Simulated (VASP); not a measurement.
# LiGeN (Pmmm) in VASP: single point with PBE

Aim: the single point of LiGeN with PBE.

All numbers are computed with VASP 6.6.1; they aren't measurements. Logs are shortened: lines on timing, memory, paths and dates and some standing lists are left out, and cuts for length are marked.

**1. The cell of the first run**

The structure is orthorhombic, space group Pmmm (No. 47). The conventional cell has a = 3.298 Å, b = 3.330 Å, c = 3.433 Å, α = 90.00°, β = 90.00°, γ = 90.00°. Within 3.1 Å of Li (site symmetry mmm) lie 4 N at 2.34 Å and 8 Ge at 2.90 Å. Ge (site symmetry mmm) has 2 N at 1.72 Å within 2.3 Å. N (site symmetry mmm) has 2 Ge at 1.72 Å within 2.3 Å.

**2. Single point, PBE**

INCAR reads:

```
PREC     = Accurate       # precision mode
ENCUT    = 520            # plane-wave cutoff, eV
EDIFF    = 1E-6           # SCF threshold, eV
ISMEAR   = 0              # smearing method
SIGMA    = 0.1            # smearing width, eV
LREAL    = F              # projectors in reciprocal space
LASPH    = T              # aspherical terms in the spheres
NELM     = 80             # most SCF steps
ALGO     = Normal         # electronic algorithm
ISIF     = 2              # what is computed and relaxed
LWAVE    = F              # write WAVECAR
LCHARG   = F              # write CHGCAR
GGA      = PE             # functional
NBANDS   = 18             # bands
```

KPOINTS reads:

```
Automatic mesh
0
Gamma
  6 6 6
```

POSCAR reads:

```
LiGeN
1.0
    3.2981994000      0.0000000000      0.0000000000
    0.0000000000      3.3298976300      0.0000000000
    0.0000000000      0.0000000000      3.4325199500
Li Ge N
1 1 1
Direct
    0.0000000000      0.0000000000      0.0000000000
    0.5000000000      0.5000000000      0.5000000000
    0.5000000000      0.5000000000      0.0000000000
```

Potentials or basis: VASP PAW PBE potentials, release 64 (Li_sv, Ge_d, N).

The run is started by

```bash
$ cat potpaw_PBE.64/Li_sv/POTCAR potpaw_PBE.64/Ge_d/POTCAR potpaw_PBE.64/N/POTCAR > POTCAR
$ mpirun -np 1 vasp_std > vasp.out
```

OUTCAR:

```text
PREC = Accurate
   ENCUT = 520
   EDIFF = 1E-6
   ISMEAR = 0
   LREAL = F
   LASPH = T
   NELM = 80
   ISIF = 2
   GGA = PE

 ion  position               nearest neighbor table
   1  0.000  0.000  0.000-
   2  0.500  0.500  0.500-   3 1.72   3 1.72
   3  0.500  0.500  0.000-   2 1.72   2 1.72

  LATTYP: Found a simple orthorhombic cell.
 ALAT       =     3.2981994000
 B/A-ratio  =     1.0096107682
 C/A-ratio  =     1.0407254182

  Lattice vectors:

 A1 = (   3.2981994000,   0.0000000000,   0.0000000000)
 A2 = (   0.0000000000,   3.3298976300,   0.0000000000)
 A3 = (   0.0000000000,   0.0000000000,   3.4325199500)

Analysis of symmetry for initial positions (statically):
=====================================================================
 Subroutine PRICEL returns:
 Original cell was already a primitive cell.

 Routine SETGRP: Setting up the symmetry group for a
 simple orthorhombic supercell.

 Subroutine GETGRP returns: Found  8 space group operations
 (whereof  8 operations were pure point group operations)
 out of a pool of  8 trial point group operations.

The static configuration has the point symmetry D_2h.

Analysis of symmetry for dynamics (positions and initial velocities):
=====================================================================
 Subroutine PRICEL returns:
 Original cell was already a primitive cell.

 Routine SETGRP: Setting up the symmetry group for a
 simple orthorhombic supercell.

 Subroutine GETGRP returns: Found  8 space group operations
 (whereof  8 operations were pure point group operations)
 out of a pool of  8 trial point group operations.

The dynamic configuration has the point symmetry D_2h.

 Subroutine INISYM returns: Found  8 space group operations
 (whereof  8 operations are pure point group operations),
 and found     1 'primitive' translations

----------------------------------------------------------------------------------------

                                     Primitive cell

  volume of cell :      37.6982

  direct lattice vectors                    reciprocal lattice vectors
     3.298199400  0.000000000  0.000000000     0.303195738  0.000000000  0.000000000
     0.000000000  3.329897630  0.000000000     0.000000000  0.300309532  0.000000000
     0.000000000  0.000000000  3.432519950     0.000000000  0.000000000  0.291331155

  length of vectors
     3.298199400  3.329897630  3.432519950     0.303195738  0.300309532  0.291331155

  position of ions in fractional coordinates (direct lattice)
     0.000000000  0.000000000  0.000000000
     0.500000000  0.500000000  0.500000000
     0.500000000  0.500000000  0.000000000

  ion indices of the primitive-cell ions
   primitive index   ion index
                 1           1
                 2           2
                 3           3

----------------------------------------------------------------------------------------

 KPOINTS: Automatic mesh

Automatic generation of k-mesh.
 Grid dimensions read from file:
 generate k-points for:    6    6    6

 Generating k-lattice:

  Cartesian coordinates                     Fractional coordinates (reciprocal lattice)
     0.050532623  0.000000000  0.000000000     0.166666667  0.000000000  0.000000000
     0.000000000  0.050051589  0.000000000     0.000000000  0.166666667  0.000000000
     0.000000000  0.000000000  0.048555192     0.000000000  0.000000000  0.166666667

  Length of vectors
     0.050532623  0.050051589  0.048555192

  Shift w.r.t. Gamma in fractional coordinates (k-lattice)
     0.000000000  0.000000000  0.000000000

 Subroutine IBZKPT returns following result:
 ===========================================

 Found     64 irreducible k-points:

 Following reciprocal coordinates:
            Coordinates               Weight
  0.000000  0.000000  0.000000      1.000000
  0.166667  0.000000  0.000000      2.000000
  0.333333  0.000000  0.000000      2.000000
  0.500000  0.000000  0.000000      1.000000
  0.000000  0.166667  0.000000      2.000000
  0.166667  0.166667  0.000000      4.000000
[... 16 lines left out ...]
  0.333333  0.166667  0.166667      8.000000
  0.500000  0.166667  0.166667      4.000000
 [... further k-points ...]
   k-points           NKPTS =     64   k-points in BZ     NKDIM =     64   number of bands    NBANDS=     18
   number of dos      NEDOS =    301   number of ions     NIONS =      3
   total plane-waves  NPLWV =  21952
   dimension x,y,z NGX =    28 NGY =   28 NGZ =   28
   dimension x,y,z NGXF=    56 NGYF=   56 NGZF=   56
   ions per type =               1   1   1
   NGX,Y,Z   is equivalent  to a cutoff of  14.11, 13.98, 13.56 a.u.
   NGXF,Y,Z  is equivalent  to a cutoff of  28.23, 27.96, 27.12 a.u.
 SYSTEM =  unknown system
   PREC   = accura    normal or accurate (medium, high low for compatibility)
   ISTART =      0    job   : 0-new  1-cont  2-samecut
   ICHARG =      2    charge: 1-file 2-atom 10-const
   ISPIN  =      1    spin polarized calculation?
   LNONCOLLINEAR =      F non collinear calculations
   LSORBIT =      F    spin-orbit coupling
   LASPH  =      T    aspherical Exc in radial PAW
   ENCUT  =  520.0 eV  38.22 Ry    6.18 a.u.   6.13  6.19  6.38*2*pi/ulx,y,z
   NELM   =     80;   NELMIN=  2; NELMDL= -5     # of ELM steps
   EDIFF  = 0.1E-05   stopping-criterion for ELM
   LREAL  =      F    real-space projection
   EDIFFG = 0.1E-04   stopping-criterion for IOM
   NSW    =      0    number of steps for IOM
   IBRION =     -1    ionic relax: 0-MD 1-quasi-New 2-CG
   NFREE  =      0    steps in history (QN), initial steepest desc. (CG)
   ISIF   =      2    stress and relaxation
   ISYM   =      2    0-nonsym 1-usesym 2-fastsym
   POTIM  = 0.5000    time-step for ionic-motion
   TEBEG  =    0.0;   TEEND  =   0.0 temperature during run
   PSTRESS=    0.0 pullay stress
   NELECT =      22.0000    total number of electrons
   NUPDOWN=      -1.0000    fix difference up-down
   EMIN   =  10.00;   EMAX   =-10.00  energy-range for DOS
   EFERMI =   0.00;   METHOD = LEGACY
   ISMEAR =     0;   SIGMA  =   0.10  broadening in eV -4-tet -1-fermi 0-gaus
   EFERMI_NEDOS =   21; number of points for ismear=-14 and -15
   IALGO  =     38    algorithm
   IMIX   =      4    mixing-type and parameters
     AMIX     =   0.40;   BMIX     =  1.00
     AMIX_MAG =   1.60;   BMIX_MAG =  1.00
  volume/ion in A,a.u.               =      12.57        84.80
  Fermi-wavevector in a.u.,A,eV,Ry     =   1.368071  2.585280 25.464928  1.871619
  Thomas-Fermi vector in A             =   2.494068
   LORBIT       =      0    0 simple, 1 ext, 2 COOP (PROOUT), +10 PAW based schemes
   GGA     = PE    functional components
   LHFCALC =     F    Hartree Fock is set to
   AEXX    =    0.0000 exact exchange contribution
   IVDW    =     0    specifies the selected vdW correction
   LEPSILON=     F    determine dielectric tensor
   LRPA    =     F    only Hartree local field effects (RPA)
 non-spin polarized calculation
 Gauss-broadening in eV      SIGMA  =   0.10
  energy-cutoff  :      520.00
  volume of cell :       37.70
 maximum number of plane-waves:      1040
 NGX is ok and might be reduce to    28
   NGX = 13   NGY = 13   NGZ = 13

 number of electron      21.9999992 magnetization

 Free energy of the ion-electron system (eV)
  ---------------------------------------------------
  ext. energy  EPLUGINS =         0.00000000
  ---------------------------------------------------
  free energy    TOTEN  =       -13.84866748 eV

  energy without entropy =      -13.84866517  energy(sigma->0) =      -13.84866632

 E-fermi :   5.3075     XC(G=0): -10.3536

 val. band max:        5.0511586387   @ k =   0.0000   0.0000   0.3333
 cond. band min:       5.5742865150   @ k =   0.3333   0.5000   0.3333
 fundamental gap:      0.5231278763
 Fermi energy:         5.3074976136

 k-point     1 :       0.0000    0.0000    0.0000
  band No.  band energies     occupation
      1     -40.9457      2.00000
      2     -20.0189      2.00000
      3     -19.6699      2.00000
      4     -19.6368      2.00000
      5     -19.5497      2.00000
      6     -19.5483      2.00000
[... 10 lines left out ...]
     17      18.5003      0.00000
     18      18.5429      0.00000

 k-point     2 :       0.1667    0.0000    0.0000
  band No.  band energies     occupation
      1     -40.9448      2.00000
      2     -20.0171      2.00000
      3     -19.6632      2.00000
      4     -19.6395      2.00000
      5     -19.5512      2.00000
      6     -19.5495      2.00000
[... 10 lines left out ...]
     17      16.5015      0.00000
     18      17.4312      0.00000

 k-point     3 :       0.3333    0.0000    0.0000
  band No.  band energies     occupation
      1     -40.9433      2.00000
      2     -20.0135      2.00000
      3     -19.6496      2.00000
      4     -19.6448      2.00000
      5     -19.5570      2.00000
      6     -19.5490      2.00000
[... 10 lines left out ...]
     17      16.2633      0.00000
     18      17.4095      0.00000

 k-point     4 :       0.5000    0.0000    0.0000
  band No.  band energies     occupation
      1     -40.9424      2.00000
      2     -20.0117      2.00000
      3     -19.6475      2.00000
      4     -19.6428      2.00000
      5     -19.5599      2.00000
      6     -19.5487      2.00000
[... 375 lines left out ...]
      4     -19.6418      2.00000
      5     -19.5591      2.00000
      6     -19.5579      2.00000
[... 10 lines left out ...]
     17      14.7661      0.00000
     18      17.6607      0.00000

 k-point    23 :       0.3333    0.1667    0.1667
  band No.  band energies     occupation
      1     -40.9421      2.00000
      2     -19.9706      2.00000
      3     -19.6474      2.00000
      4     -19.6429      2.00000
      5     -19.5641      2.00000
      6     -19.5585      2.00000
[... 10 lines left out ...]
     17      16.1510      0.00000
     18      18.6563      0.00000

 k-point    24 :       0.5000    0.1667    0.1667
  band No.  band energies     occupation
      1     -40.9413      2.00000
      2     -19.9688      2.00000
      3     -19.6502      2.00000
      4     -19.6360      2.00000
      5     -19.5672      2.00000
      6     -19.5582      2.00000
[... 10 lines left out ...]
     17      16.4947      0.00000
     18      18.1568      0.00000

 [... further k-points ...]
[... 5 lines left out ...]
  --------------------------------------------------------------------------------------
  -------------------------------------------------------------------------------------
  Total       -0.7400353     -0.9115219     14.1332000     -0.0000000      0.0000000      0.0000000
  in kB      -31.4515587    -38.7397496    600.6620951     -0.0000000      0.0000000      0.0000000
  external PRESSURE =     176.8235956 kB  Pullay stress =       0.0000000 kB

 VOLUME and BASIS-vectors are now :
 -----------------------------------------------------------------------------
  energy-cutoff  :      520.00
  volume of cell :       37.70
      direct lattice vectors                 reciprocal lattice vectors
     3.298199400  0.000000000  0.000000000     0.303195738  0.000000000  0.000000000
     0.000000000  3.329897630  0.000000000     0.000000000  0.300309532  0.000000000
     0.000000000  0.000000000  3.432519950     0.000000000  0.000000000  0.291331155

 POSITION                                       TOTAL-FORCE (eV/Angst)
 -----------------------------------------------------------------------------------
      0.00000      0.00000      0.00000         0.000000      0.000000      0.000000
      1.64910      1.66495      1.71626         0.000000      0.000000      0.000000
      1.64910      1.66495      0.00000         0.000000      0.000000      0.000000
 -----------------------------------------------------------------------------------
    total drift:                                0.000000      0.000000      0.000000

  FREE ENERGIE OF THE ION-ELECTRON SYSTEM (eV)
  ---------------------------------------------------
  free  energy   TOTEN  =       -13.8486674769 eV

  energy  without entropy=      -13.8486651659  energy(sigma->0) =      -13.84866632
```

It took 33 s on 1 thread of Intel Xeon Platinum 8375C at 2.90GHz (Ice Lake), shared host; peak memory 0.18 GiB.

Results:

```yaml
Free_energy: -13.8487 eV
Band_gap_on_the_k_mesh: zero (band 11 reaches 6.36 eV, above the bottom of band 12 at 3.77 eV)
```

Levels at points of the mesh, in eV from the Fermi level:
```
           k point  band 7  band 8  band 9  band 10  band 11  band 12  band 13  band 14  band 15  band 16
(0.00, 0.00, 0.00)  -16.80   -7.33   -4.37    -3.75    -3.65     5.32     5.81     6.24     6.40     7.86
(0.50, 0.00, 0.00)  -16.34   -7.05   -6.71    -3.24    -2.47     1.53     5.71     6.86     7.50     7.57
(0.00, 0.50, 0.00)  -16.37   -7.06   -6.70    -3.17    -2.53     1.52     5.84     6.82     7.68     7.68
(0.50, 0.50, 0.00)  -15.86   -6.84   -6.25    -6.21    -0.54     2.15     2.88     2.92     9.86    10.33
(0.00, 0.00, 0.50)  -16.10  -11.79   -2.47    -2.39     0.69     2.98     3.17     4.80     8.31     9.42
(0.50, 0.00, 0.50)  -15.85  -10.76   -4.20    -3.52    -2.09     3.20     4.19     5.82     9.44     9.71
(0.00, 0.50, 0.50)  -15.87  -10.81   -4.20    -3.53    -2.04     3.17     4.32     5.91     9.35     9.87
(0.50, 0.50, 0.50)  -15.55   -9.96   -4.22    -4.19    -1.62    -1.54     2.27     5.83     7.79     9.95
```

Caveat: the cutoff is under 1.25 times the usual one of these potentials, so pressure, stress and relaxed cells hold a basis-set (Pulay) error.
